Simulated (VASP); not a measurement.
# CdSe (P6_3mc) in VASP: notebook, part 2 of 2

VASP 6.6.1. The steps go on from the part before.

### Step 3. Electric field gradients, PBE

The input, INCAR:

```
PREC = Accurate
ENCUT = 520
EDIFF = 1E-8
ISMEAR = -1
SIGMA = 0.02
LREAL = F
LASPH = T
NELM = 60
ALGO = Normal
ISIF = 2
LWAVE = F
LCHARG = F
GGA = PE
LEFG = T
NBANDS = 26
```

The input, KPOINTS:

```
Automatic mesh
0
Gamma
  7 7 4
```

The input, POSCAR:

```
CdSe
1.0
    4.2984999142      0.0000000000      0.0000000000
   -2.1492499571      3.7226101239      0.0000000000
    0.0000000000      0.0000000000      7.0152000000
Cd Se
2 2
Direct
    0.6666666667      0.3333333333      0.0000000000
    0.3333333333      0.6666666667      0.5000000000
    0.6666666667      0.3333333333      0.3750000000
    0.3333333333      0.6666666667      0.8750000000
```

Potentials or basis: VASP PAW PBE potentials, release 64 (Cd, Se).

Launch:

```sh
> cat potpaw_PBE.64/Cd/POTCAR potpaw_PBE.64/Se/POTCAR > POTCAR
> mpirun -np 1 vasp_std > vasp.out
```

OUTCAR:

```text
PREC = Accurate
   ENCUT = 520
   EDIFF = 1E-8
   ISMEAR = -1
   LREAL = F
   LASPH = T
   NELM = 60
   ISIF = 2
   GGA = PE

 ion  position               nearest neighbor table
   1  0.667  0.333  0.000-   3 2.63   4 2.63   4 2.63   4 2.63
   2  0.333  0.667  0.500-   4 2.63   3 2.63   3 2.63   3 2.63
   3  0.667  0.333  0.375-   1 2.63   2 2.63   2 2.63   2 2.63
   4  0.333  0.667  0.875-   2 2.63   1 2.63   1 2.63   1 2.63

  LATTYP: Found a hexagonal cell.
 ALAT       =     4.2984999142
 C/A-ratio  =     1.6320111993

  Lattice vectors:

 A1 = (   4.2984999142,   0.0000000000,   0.0000000000)
 A2 = (  -2.1492499571,   3.7226101239,   0.0000000000)
 A3 = (   0.0000000000,   0.0000000000,   7.0152000000)

Analysis of symmetry for initial positions (statically):
=====================================================================
 Subroutine PRICEL returns:
[... 900 lines left out ...]
      2.14925      1.24087      0.00000         0.000000      0.000000     -0.020881
     -0.00000      2.48174      3.50760        -0.000000     -0.000000     -0.020881
      2.14925      1.24087      2.63070        -0.000000      0.000000      0.020881
     -0.00000      2.48174      6.13830         0.000000     -0.000000      0.020881
 -----------------------------------------------------------------------------------
    total drift:                               -0.000000     -0.000000      0.000039

  FREE ENERGIE OF THE ION-ELECTRON SYSTEM (eV)
  ---------------------------------------------------
  free  energy   TOTEN  =       -10.9212849982 eV

  energy  without entropy=      -10.9212849976  energy(sigma->0) =      -10.92128500

 Electric field gradients (V/A^2)
---------------------------------------------------------------------
 ion       V_xx      V_yy      V_zz      V_xy      V_xz      V_yz
---------------------------------------------------------------------
   1       0.066     0.068    -0.134     0.002     0.000    -0.000
   2       0.066     0.068    -0.134     0.002    -0.000     0.000
   3      -1.652    -1.652     3.304    -0.000     0.000    -0.000
   4      -1.652    -1.652     3.304    -0.000    -0.000     0.000
---------------------------------------------------------------------

 Electric field gradients after diagonalization (V/A^2)
 (convention: |V_zz| > |V_xx| > |V_yy|)
----------------------------------------------------------------------
 ion       V_xx      V_yy      V_zz     asymmetry (V_yy - V_xx)/ V_zz
----------------------------------------------------------------------
   1       0.069     0.065    -0.134       0.030
   2       0.069     0.065    -0.134       0.030
   3      -1.652    -1.652     3.304       0.000
   4      -1.652    -1.652     3.304       0.000
----------------------------------------------------------------------

           NMR quadrupolar parameters

 Cq : quadrupolar parameter    Cq=e*Q*V_zz/h
 eta: asymmetry parameters     (V_yy - V_xx)/ V_zz
 Q  : nuclear electric quadrupole moment in mb (millibarn)
----------------------------------------------------------------------
 ion       Cq(MHz)       eta       Q (mb)
----------------------------------------------------------------------
   1      -0.000       0.030       1.000
   2      -0.000       0.030       1.000
   3       0.008       0.000       1.000
   4       0.008       0.000       1.000
----------------------------------------------------------------------
```

OSZICAR:

```text
N       E                     dE             d eps       ncg     rms          rms(c)
DAV:   1     0.241601812225E+03    0.24160E+03   -0.17026E+04  1248   0.124E+03
DAV:   2     0.766487818993E+00   -0.24084E+03   -0.23336E+03  1382   0.310E+02
DAV:   3    -0.115686869504E+02   -0.12335E+02   -0.12269E+02  1462   0.705E+01
DAV:   4    -0.116707907486E+02   -0.10210E+00   -0.10201E+00  1402   0.603E+00
DAV:   5    -0.116714017545E+02   -0.61101E-03   -0.61097E-03  1456   0.449E-01    0.886E+00
DAV:   6    -0.109560534563E+02    0.71535E+00   -0.12268E+00  1530   0.109E+01    0.696E+00
DAV:   7    -0.109226721802E+02    0.33381E-01   -0.53272E-01  1312   0.373E+00    0.257E+00
DAV:   8    -0.109209377852E+02    0.17344E-02   -0.55975E-02  1304   0.237E+00    0.394E-01
DAV:   9    -0.109210494458E+02   -0.11166E-03   -0.72501E-03  1368   0.976E-01    0.112E-01
DAV:  10    -0.109211937979E+02   -0.14435E-03   -0.80803E-04  1332   0.310E-01    0.721E-02
DAV:  11    -0.109212852921E+02   -0.91494E-04   -0.20112E-04  1290   0.804E-02    0.286E-02
DAV:  12    -0.109212833419E+02    0.19502E-05   -0.33682E-05  1476   0.620E-02    0.908E-03
DAV:  13    -0.109212846161E+02   -0.12742E-05   -0.10113E-05  1280   0.299E-02    0.359E-03
DAV:  14    -0.109212848373E+02   -0.22125E-06   -0.57942E-07  1442   0.373E-03    0.211E-03
DAV:  15    -0.109212849733E+02   -0.13596E-06   -0.23888E-07  1290   0.491E-03    0.267E-04
DAV:  16    -0.109212849866E+02   -0.13310E-07   -0.18759E-08  1276   0.939E-04    0.268E-04
DAV:  17    -0.109212849975E+02   -0.10898E-07   -0.16223E-09   654   0.235E-04    0.934E-05
DAV:  18    -0.109212849982E+02   -0.69485E-09   -0.32943E-10   648   0.113E-04
   1 F= -.10921285E+02 E0= -.10921285E+02  d E =-.577745E-09
```

stdout:

```text
POSCAR found type information on POSCAR CdSe
 POSCAR found :  2 types and       4 ions
 scaLAPACK will be used
 LDA part: xc-table for (Slater+PW92), standard interpolation
 POSCAR, INCAR and KPOINTS ok, starting setup
 FFT: planning ... GRIDC
 FFT: planning ... GRID_SOFT
 FFT: planning ... GRID
 WAVECAR not read
 entering main loop
ion   1

ion   2

ion   3

ion   4
```

It took 2 min on 1 thread of Intel Xeon 8259CL, shared host; peak memory 0.25 GiB.

What came out:

```yaml
Free_energy: -10.9213 eV
Pressure: 3.3 GPa
Largest_force: 0.021 eV/Å
Band_gap_on_the_k_mesh: 0.67 eV
Largest_electric_field_gradient_by_atom: Cd -0.1; Se +3.3 V/Å²
```

Forces on the atoms (eV/Å):
```
Cd   0.000  0.000 -0.021
Cd   0.000  0.000 -0.021
Se   0.000  0.000  0.021
Se   0.000  0.000  0.021
```

Stress tensor (GPa, compression positive):
```
3.25 0.00 0.00
0.00 3.25 0.00
0.00 0.00 3.46
```

Electric field gradients, principal values (V/Å²):
```tsv
atom	least	middle	greatest (by size)
1 Cd	0.065	0.069	-0.134
2 Cd	0.065	0.069	-0.134
3 Se	-1.652	-1.652	3.304
4 Se	-1.652	-1.652	3.304
```

Caveat: the cell stands under pressure; without QUAD_EFG the Cq values of the log hold for a quadrupole moment of 1 mb, not for the nuclei.

### Step 4. Single point, PBE

POSCAR is that of step 3.

The input, INCAR.step1:

```
PREC = Accurate ; ENCUT = 520
EDIFF = 1E-7 ; ISMEAR = -1
SIGMA = 0.02 ; LREAL = F
LASPH = T ; NELM = 100
ALGO = Normal ; ISIF = 2
LWAVE = F ; LCHARG = T
GGA = PE ; NBANDS = 26
```

The input, KPOINTS.step1:

```
Automatic mesh
0
Gamma
  7 7 4
```

The input, INCAR.step2:

```
PREC = Accurate ; ENCUT = 520
EDIFF = 1E-7 ; ISMEAR = -5
SIGMA = 0.02 ; LREAL = F
LASPH = T ; NELM = 100
ALGO = Normal ; ISIF = 2
LWAVE = F ; LCHARG = F
GGA = PE ; LORBIT = 11
NEDOS = 1001 ; ICHARG = 11
```

The input, KPOINTS.step2:

```
Automatic mesh
0
Gamma
  11 11 6
```

Launch:

```sh
> cat potpaw_PBE.64/Cd/POTCAR potpaw_PBE.64/Se/POTCAR > POTCAR
> cp INCAR.step1 INCAR
> cp KPOINTS.step1 KPOINTS
> mpirun -np 1 vasp_std > vasp.out
> cp INCAR.step2 INCAR
> cp KPOINTS.step2 KPOINTS
> mpirun -np 1 vasp_std > vasp.out
```

It took 3.4 min on 1 thread of Intel Xeon 8259CL, shared host; peak memory 0.31 GiB.

The run converged. Its results:

```yaml
Valence_electrons_inside_the_program's_atomic_spheres: Cd 10.31; Se 3.87
```

Levels at points of the mesh, in eV from the valence-band top:
| k point | band 14 | band 15 | band 16 | band 17 | band 18 | band 19 | band 20 | band 21 | band 22 |
| --- | --- | --- | --- | --- | --- | --- | --- | --- | --- |
| (0.00, 0.00, 0.00) | -0.77 | -0.77 | -0.05 | 0.00 | 0.00 | 0.67 | 2.21 | 5.86 | 5.86 |
| (0.00, 0.00, 0.50) | -2.68 | -0.40 | -0.40 | -0.40 | -0.40 | 2.38 | 2.38 | 5.86 | 5.86 |
